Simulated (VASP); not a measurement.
Runs of VASP 6.6.1 on LiH. The structure is that of space group Fm-3m (No. 225), or close to it. The cells are those of the table. 

| cell | gap on the mesh (eV) |
| --- | --- |
| a = 2.817, b = 2.817, c = 2.874 Å, angles 59.3, 59.3, 61.3°, 2 atoms | 2.60 |
| a = 2.989 Å, angles 60.0°, 2 atoms | (a) |
| a = 2.762, b = 2.762, c = 2.644 Å, angles 61.4, 61.4, 57.2°, 2 atoms | (b) |
| a = 2.992, b = 2.992, c = 2.874 Å, angles 61.3, 61.3, 57.4°, 2 atoms | 2.28 |
| a = 2.703, b = 2.703, c = 2.644 Å, angles 60.7, 60.7, 58.6°, 2 atoms | 2.30 |
| a = 2.932, b = 2.932, c = 2.874 Å, angles 60.7, 60.7, 58.7°, 2 atoms | 2.62 |
| a = 2.759 Å, angles 60.0°, 2 atoms | 2.91 |
| a = 2.877, b = 2.877, c = 2.759 Å, angles 61.3, 61.3, 57.3°, 2 atoms | 2.11 |

Alike in all rows: task single point; level PBE; potentials or basis VASP PAW PBE potentials, release 64 (Li_sv, H); no spin polarisation; k mesh 10 × 10 × 10; cutoff (eV) 520; smearing gaussian 0.05 eV.

Question: Fill in the values left out.

Answer: (a) 3.07; (b) 1.88.

A k mesh can miss the band edges.
